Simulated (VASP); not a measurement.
A run of VASP 6.6.1 is set up as follows.

The input INCAR:

```
  PREC = Accurate
  ENCUT = 500
  EDIFF = 1E-6
  ISMEAR = -1
  SIGMA = 0.15
  LREAL = F
  LASPH = T
  NELM = 120
  ALGO = Normal
  ISIF = 2
  LWAVE = F
  LCHARG = F
  GGA = PS
  NBANDS = 36
  GGA_COMPAT = F
```

Contents of KPOINTS:

```
Automatic mesh
0
Gamma
  8 8 4
```

Contents of POSCAR:

```
Ge
1.0
    4.1514883453      0.0000000000      0.0000000000
   -2.0757441727      3.5952943396      0.0000000000
    0.0000000000      0.0000000000      6.8534462682
Ge
4
Direct
    0.6666666667      0.3333333333      0.0629010000
    0.3333333333      0.6666666667      0.5629010000
    0.6666666667      0.3333333333      0.4370990000
    0.3333333333      0.6666666667      0.9370990000
```

Potentials or basis: VASP PAW PBE potentials, release 64 (Ge_d).

The run is started by

```console
$ cat potpaw_PBE.64/Ge_d/POTCAR > POTCAR
$ mpirun -np 1 vasp_std > vasp.out
```

Q: Estimate the band gap on the k mesh.

A: Zero (bands 28 and 29 overlap by 0.08 eV).

Q: Predict the largest force.

A: 0.032 eV/Å.

Forces on the atoms (eV/Å):
```
Ge   0.000  0.000 -0.032
Ge   0.000  0.000 -0.032
Ge   0.000  0.000  0.032
Ge   0.000  0.000  0.032
```

Caveat: the cell stands under tension; semilocal functionals underestimate gaps, so a narrow gap can read as zero; the PAW data sets were made with another functional, which shifts forces and pressure a little.
